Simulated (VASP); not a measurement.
## Ir: single point with RPBE

Ir:

```
Ir
1.0
    -1.62278    1.62278    1.62278
     1.62278   -1.62278    1.62278
     1.62278    1.62278   -1.62278
Ir
1
Cartesian
  0.0000 0.0000 0.0000
```

This cell differs from its parent crystal: volume scaled by 1.12.

```
Program                : VASP 6.6.1
Task                   : single point
Functional             : RPBE
Potentials or basis    : VASP PAW PBE potentials, release 64 (Ir)
Cutoff                 : 520 eV
k mesh                 : 16 × 16 × 16
Occupations            : fermi-dirac, width 0.1 eV
Spin                   : no spin polarisation
Dipole correction      : no
Further INCAR settings : ALGO = Normal; EDIFF = 1e-06; NBANDS = 10
```

The pressure is -24.3 GPa.

Levels at points of the mesh, in eV from the Fermi level:
| k point | band 2 | band 3 | band 4 | band 5 | band 6 | band 7 |
| --- | --- | --- | --- | --- | --- | --- |
| (0.00, 0.00, 0.00) | -2.78 | -2.78 | -2.78 | -0.38 | -0.38 | 16.79 |
| (0.50, 0.00, 0.00) | -4.20 | -0.55 | -0.05 | 0.31 | 1.70 | 6.39 |
| (0.50, 0.50, 0.50) | -5.42 | 1.18 | 1.18 | 1.18 | 7.41 | 7.41 |

Run time: 13 s on 1 thread of Intel(R) Xeon(R) Platinum 8488C (Sapphire Rapids), with other jobs on the host, peak memory 0.16 GiB.

Caveat: the PAW data sets were made with another functional, which shifts forces and pressure a little; spin-orbit coupling is left out, which moves the levels of the heavy elements.
